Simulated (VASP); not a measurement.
A run of VASP 6.6.1 is set up as follows.

The input INCAR:

```
PREC = Accurate
ENCUT = 520
EDIFF = 1E-6
ISMEAR = -1
SIGMA = 0.05
LREAL = F
LASPH = T
NELM = 100
ALGO = Normal
ISIF = 2
LWAVE = F
LCHARG = F
GGA = RP
NBANDS = 16
```

File KPOINTS:

```
Automatic mesh
0
Gamma
  8 8 8
```

Contents of POSCAR:

```
CdS
1.0
    0.0000000000      2.8969255847      2.8969255847
    2.8969255847      0.0000000000      2.8969255847
    2.8969255847      2.8969255847      0.0000000000
Cd S
1 1
Direct
    0.0000000000      0.0000000000      0.0000000000
    0.7500000000      0.7500000000      0.7500000000
```

Potentials or basis: VASP PAW PBE potentials, release 64 (Cd, S).

Run with:

```bash
$ cat potpaw_PBE.64/Cd/POTCAR potpaw_PBE.64/S/POTCAR > POTCAR
$ mpirun -np 1 vasp_std > vasp.out
```

(1) Estimate the pressure.

(2) What does it give for the band gap on the k mesh?

Results:

(1) 6.9 GPa.

(2) 1.38 eV, direct.

Caveat: the PAW data sets were made with another functional, which shifts forces and pressure a little.
